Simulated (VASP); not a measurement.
# BiMo (Fm-3m) in VASP: further runs, part 2 of 2

VASP 6.6.1. Earlier steps stand in the parts before.

**4. Single point, r2SCAN (22.60 Å³/atom)**

This run uses another cell than the first one, of 22.60 Å³/atom.

File POSCAR:

```
BiMo
1.0
    0.0000000000      2.8274289403      2.8274289403
    2.8274289403      0.0000000000      2.8274289403
    2.8274289403      2.8274289403      0.0000000000
Mo Bi
1 1
Direct
    0.5000000000      0.5000000000      0.5000000000
    0.0000000000      0.0000000000      0.0000000000
```

File INCAR.step1:

```
PREC     = Accurate       # precision mode
ENCUT    = 520            # plane-wave cutoff, eV
ISMEAR   = 0              # smearing method
SIGMA    = 0.05           # smearing width, eV
LREAL    = False          # projectors in reciprocal space
LASPH    = True           # aspherical terms in the spheres
NELM     = 80             # most SCF steps
NBANDS   = 22             # bands
GGA      = PE             # functional
ALGO     = Normal         # electronic algorithm
EDIFF    = 1E-4           # SCF threshold, eV
LWAVE    = True           # write WAVECAR
LCHARG   = False          # write CHGCAR
```

File INCAR.step2:

```
PREC     = Accurate       # precision mode
ENCUT    = 520            # plane-wave cutoff, eV
EDIFF    = 1E-6           # SCF threshold, eV
ISMEAR   = 0              # smearing method
SIGMA    = 0.05           # smearing width, eV
LREAL    = False          # projectors in reciprocal space
LASPH    = True           # aspherical terms in the spheres
NELM     = 80             # most SCF steps
ALGO     = Normal         # electronic algorithm
ISIF     = 2              # what is computed and relaxed
LWAVE    = False          # write WAVECAR
LCHARG   = False          # write CHGCAR
METAGGA  = R2SCAN         # meta-GGA
LMIXTAU  = True         
NBANDS   = 22             # bands
ISTART   = 1
```

File KPOINTS:

```
regular mesh
0
Gamma
  10 10 10
```

Potentials or basis: VASP PAW PBE potentials, release 64 (Mo_sv, Bi_d).

The run is started by

```sh
cat potpaw_PBE.64/Mo_sv/POTCAR potpaw_PBE.64/Bi_d/POTCAR > POTCAR
cp INCAR.step1 INCAR
mpirun -np 1 vasp_std > vasp.out
cp INCAR.step2 INCAR
mpirun -np 1 vasp_std > vasp.out
```

OUTCAR:

```text
PREC = Accurate
   ENCUT = 520
   EDIFF = 1E-6
   ISMEAR = 0
   LREAL = False
   LASPH = True
   NELM = 80
   ISIF = 2
   METAGGA = R2SCAN
   ISTART = 1

 ion  position               nearest neighbor table
   1  0.500  0.500  0.500-   2 2.83   2 2.83   2 2.83   2 2.83   2 2.83   2 2.83
   2  0.000  0.000  0.000-   1 2.83   1 2.83   1 2.83   1 2.83   1 2.83   1 2.83

  LATTYP: Found a face centered cubic cell.
 ALAT       =     5.6548578806

  Lattice vectors:

 A1 = (   0.0000000000,   2.8274289403,   2.8274289403)
 A2 = (   2.8274289403,   0.0000000000,   2.8274289403)
 A3 = (   2.8274289403,   2.8274289403,   0.0000000000)

Analysis of symmetry for initial positions (statically):
=====================================================================
 Subroutine PRICEL returns:
 Original cell was already a primitive cell.

 Routine SETGRP: Setting up the symmetry group for a
 face centered cubic supercell.

 Subroutine GETGRP returns: Found 48 space group operations
 (whereof 48 operations were pure point group operations)
 out of a pool of 48 trial point group operations.

The static configuration has the point symmetry O_h .

[... 158 lines left out ...]

  energy without entropy =      -81.98837375  energy(sigma->0) =      -81.99121027

 E-fermi :   9.8511     XC(G=0): -12.4089

 val. band max:        9.8453755544   @ k =   0.4000   0.3000   0.0000
 cond. band min:       9.8693886097   @ k =   0.5000   0.2000   0.1000
 fundamental gap:      0.0240130553
 Fermi energy:         9.8510996520

 k-point     1 :       0.0000    0.0000    0.0000
  band No.  band energies     occupation
      1     -52.9499      2.00000
      2     -26.3765      2.00000
      3     -26.3765      2.00000
      4     -26.3764      2.00000
      5     -13.7876      2.00000
      6     -13.7876      2.00000
[... 589 lines left out ...]
     21      21.1746      0.00000
     22      21.4552      0.00000

 [... further k-points ...]

------------------------ aborting loop because EDIFF is reached ----------------------------------------

  FORCE on cell =-STRESS in cart. coord.  units (eV):
  Direction    XX          YY          ZZ          XY          YZ          ZX
  --------------------------------------------------------------------------------------
  -------------------------------------------------------------------------------------
  Total        0.0920189      0.0920189      0.0920189     -0.0000000      0.0000000      0.0000000
  in kB        3.2612380      3.2612380      3.2612380     -0.0000000      0.0000000      0.0000000
  external PRESSURE =       3.2612380 kB  Pullay stress =       0.0000000 kB

 VOLUME and BASIS-vectors are now :
 -----------------------------------------------------------------------------
  energy-cutoff  :      520.00
  volume of cell :       45.21
      direct lattice vectors                 reciprocal lattice vectors
     0.000000000  2.827428940  2.827428940    -0.176839104  0.176839104  0.176839104
     2.827428940  0.000000000  2.827428940     0.176839104 -0.176839104  0.176839104
     2.827428940  2.827428940  0.000000000     0.176839104  0.176839104 -0.176839104

 POSITION                                       TOTAL-FORCE (eV/Angst)
 -----------------------------------------------------------------------------------
      2.82743      2.82743      2.82743         0.000000     -0.000000     -0.000000
      0.00000      0.00000      0.00000        -0.000000      0.000000      0.000000
 -----------------------------------------------------------------------------------
    total drift:                                0.000000      0.000000      0.000000

  FREE ENERGIE OF THE ION-ELECTRON SYSTEM (eV)
  ---------------------------------------------------
  free  energy   TOTEN  =       -81.9940467914 eV

  energy  without entropy=      -81.9883737518  energy(sigma->0) =      -81.99121027
```

OUTCAR.step1:

```text
PREC = Accurate
   ENCUT = 520
   ISMEAR = 0
   LREAL = False
   LASPH = True
[... 822 lines left out ...]
      2.82743      2.82743      2.82743        -0.000000     -0.000000      0.000000
      0.00000      0.00000      0.00000         0.000000      0.000000      0.000000
 -----------------------------------------------------------------------------------
    total drift:                                0.000000      0.000000      0.000000

  FREE ENERGIE OF THE ION-ELECTRON SYSTEM (eV)
  ---------------------------------------------------
  free  energy   TOTEN  =       -12.3239738395 eV

  energy  without entropy=      -12.3181508702  energy(sigma->0) =      -12.32106235
```

OSZICAR.step1:

```text
N       E                     dE             d eps       ncg     rms          rms(c)
DAV:   1     0.321429579250E+03    0.32143E+03   -0.16247E+04  2140   0.157E+03
DAV:   2     0.592465566601E+01   -0.31550E+03   -0.30548E+03  2164   0.468E+02
DAV:   3    -0.122008441597E+02   -0.18125E+02   -0.17603E+02  2460   0.116E+02
DAV:   4    -0.126538351356E+02   -0.45299E+00   -0.45228E+00  2372   0.187E+01
DAV:   5    -0.126715279177E+02   -0.17693E-01   -0.17692E-01  2930   0.369E+00    0.844E+00
DAV:   6    -0.123628360025E+02    0.30869E+00   -0.14309E+00  2218   0.774E+00    0.237E+00
DAV:   7    -0.123282679234E+02    0.34568E-01   -0.13711E-01  2578   0.352E+00    0.185E+00
DAV:   8    -0.123240933207E+02    0.41746E-02   -0.21419E-02  2620   0.150E+00    0.304E-01
DAV:   9    -0.123239828999E+02    0.11042E-03   -0.12156E-03  2542   0.387E-01    0.464E-02
DAV:  10    -0.123239738395E+02    0.90604E-05   -0.15234E-04  1584   0.141E-01
   1 F= -.12323974E+02 E0= -.12321062E+02  d E =-.582297E-02
```

It took 78 s on 1 thread of Intel Xeon 6975P-C (Granite Rapids), shared host; peak memory 0.2 GiB.

What came out:

```yaml
Free_energy: -81.9940 eV
Pressure: 0.3 GPa
Band_gap_on_the_k_mesh: zero (an odd number of electrons rules out a gap without spin polarisation)
```

Caveat: the PAW data sets were made with another functional, which shifts forces and pressure a little; spin-orbit coupling is left out, which moves the levels of the heavy elements.

**5. Single point, r2SCAN**

This run uses another cell than the first one, of 22.60 Å³/atom.

POSCAR is that of step 4.

File INCAR.step1:

```
SYSTEM = BiMo
ALGO     = Normal         ! electronic algorithm
EDIFF    = 1E-4           ! SCF threshold, eV
ENCUT    = 520            ! plane-wave cutoff, eV
GGA      = PE             ! functional
ISMEAR   = 0              ! smearing method
LASPH    = .TRUE.         ! aspherical terms in the spheres
LCHARG   = .FALSE.        ! write CHGCAR
LREAL    = .FALSE.        ! projectors in reciprocal space
LWAVE    = .TRUE.         ! write WAVECAR
NBANDS   = 22             ! bands
NELM     = 80             ! most SCF steps
PREC     = Accurate       ! precision mode
SIGMA    = 0.05           ! smearing width, eV
```

File INCAR.step2:

```
SYSTEM = BiMo
ALGO     = Normal         ! electronic algorithm
EDIFF    = 1E-6           ! SCF threshold, eV
ENCUT    = 520            ! plane-wave cutoff, eV
ISIF     = 2              ! what is computed and relaxed
ISMEAR   = 0              ! smearing method
ISTART   = 1            
LASPH    = .TRUE.         ! aspherical terms in the spheres
LCHARG   = .FALSE.        ! write CHGCAR
LMIXTAU  = .TRUE.       
LREAL    = .FALSE.        ! projectors in reciprocal space
LWAVE    = .FALSE.        ! write WAVECAR
METAGGA  = R2SCAN         ! meta-GGA
NBANDS   = 22             ! bands
NELM     = 80             ! most SCF steps
PREC     = Accurate       ! precision mode
SIGMA    = 0.05           ! smearing width, eV
```

File KPOINTS:

```
k-points
0
G
  10 10 10
  0 0 0
```

The run is started by

```sh
cat potpaw_PBE.64/Mo_sv/POTCAR potpaw_PBE.64/Bi_d/POTCAR > POTCAR
cp INCAR.step1 INCAR
mpirun -np 1 vasp_std > vasp.out
cp INCAR.step2 INCAR
mpirun -np 1 vasp_std > vasp.out
```

Wall time 76 s (1 thread of Intel Xeon 6975P-C (Granite Rapids), shared host); peak memory 0.19 GiB.

The run converged. Its results:

```
Free energy            : -81.9940 eV
Pressure               : 0.3 GPa
Band gap on the k mesh : zero (an odd number of electrons rules out a gap without spin polarisation)
```

Levels at points of the mesh, in eV from the Fermi level:
| k point | band 11 | band 12 | band 13 | band 14 | band 15 | band 16 | band 17 | band 18 | band 19 | band 20 |
| --- | --- | --- | --- | --- | --- | --- | --- | --- | --- | --- |
| (0.00, 0.00, 0.00) | -1.16 | -1.16 | -1.16 | -0.64 | -0.64 | 1.42 | 1.42 | 1.42 | 5.19 | 7.36 |
| (0.50, 0.00, 0.00) | -6.23 | -3.53 | -3.53 | -0.09 | -0.09 | 0.58 | 4.16 | 6.39 | 6.39 | 7.03 |
| (0.50, 0.50, 0.00) | -4.53 | -2.28 | -1.30 | -1.30 | -0.07 | 0.44 | 0.44 | 1.59 | 3.45 | 9.03 |

Caveat: the PAW data sets were made with another functional, which shifts forces and pressure a little; spin-orbit coupling is left out, which moves the levels of the heavy elements.

**6. Single point, r2SCAN (23.06 Å³/atom)**

This run uses another cell than the first one, of 23.06 Å³/atom.

File POSCAR:

```
BiMo
1.0
    0.0000000000      2.8461541810      2.8461541810
    2.8461541810      0.0000000000      2.8461541810
    2.8461541810      2.8461541810      0.0000000000
Mo Bi
1 1
Direct
    0.5000000000      0.5000000000      0.5000000000
    0.0000000000      0.0000000000      0.0000000000
```

File INCAR.step1:

```
  ALGO = Normal
  EDIFF = 1E-4
  ENCUT = 520
  GGA = PE
  ISMEAR = 0
  LASPH = True
  LCHARG = False
  LREAL = False
  LWAVE = True
  NBANDS = 22
  NELM = 60
  PREC = Accurate
  SIGMA = 0.05
```

File INCAR.step2:

```
  ALGO = Normal
  EDIFF = 1E-6
  ENCUT = 520
  ISIF = 2
  ISMEAR = 0
  ISTART = 1
  LASPH = True
  LCHARG = False
  LMIXTAU = True
  LREAL = False
  LWAVE = False
  METAGGA = R2SCAN
  NBANDS = 22
  NELM = 60
  PREC = Accurate
  SIGMA = 0.05
```

File KPOINTS:

```
k-points
0
Gamma
  10 10 10
```

Potentials or basis: VASP PAW PBE potentials, release 64 (Mo_sv, Bi_d).

The run is started by

```sh
cat potpaw_PBE.64/Mo_sv/POTCAR potpaw_PBE.64/Bi_d/POTCAR > POTCAR
cp INCAR.step1 INCAR
mpirun -np 1 vasp_std > vasp.out
cp INCAR.step2 INCAR
mpirun -np 1 vasp_std > vasp.out
```

It took 77 s on 1 thread of Intel Xeon 6975P-C (Granite Rapids), shared host; peak memory 0.19 GiB.

The run converged. Its results:

```yaml
Free_energy: -81.9900 eV
Pressure: -1.9 GPa
Band_gap_on_the_k_mesh: zero (an odd number of electrons rules out a gap without spin polarisation)
```

Levels at points of the mesh, in eV from the Fermi level:
```tsv
k point	band 12	band 13	band 14	band 15	band 16	band 17	band 18	band 19
(0.00, 0.00, 0.00)	-1.12	-1.12	-0.63	-0.63	1.37	1.37	1.37	4.98
(0.50, 0.00, 0.00)	-3.46	-3.46	-0.08	-0.08	0.56	4.11	6.23	6.23
(0.50, 0.50, 0.00)	-2.21	-1.29	-1.29	-0.09	0.43	0.43	1.52	3.30
```

Caveat: the PAW data sets were made with another functional, which shifts forces and pressure a little; spin-orbit coupling is left out, which moves the levels of the heavy elements.

**7. Overview**

| cell | gap on the mesh (eV) | pressure (GPa) |
| --- | --- | --- |
| a = 3.945 Å, angles 60.0°, 2 atoms | none | 5.5 |
| a = 3.972 Å, angles 60.0°, 2 atoms | none | 2.8 |
| a = 3.999 Å, angles 60.0°, 2 atoms | none | 0.3 |
| a = 4.025 Å, angles 60.0°, 2 atoms | none | -1.9 |

Alike in all rows: task single point; level r2SCAN; potentials or basis VASP PAW PBE potentials, release 64 (Mo_sv, Bi_d); no spin polarisation; k mesh 10 × 10 × 10; cutoff (eV) 520; smearing gaussian 0.05 eV.

Caveats: the PAW data sets were made with another functional, which shifts forces and pressure a little; spin-orbit coupling is left out, which moves the levels of the heavy elements; the cell stands under pressure (at least some runs).

Total energies depend on the potentials used, so only differences within one code and one set of settings carry meaning.
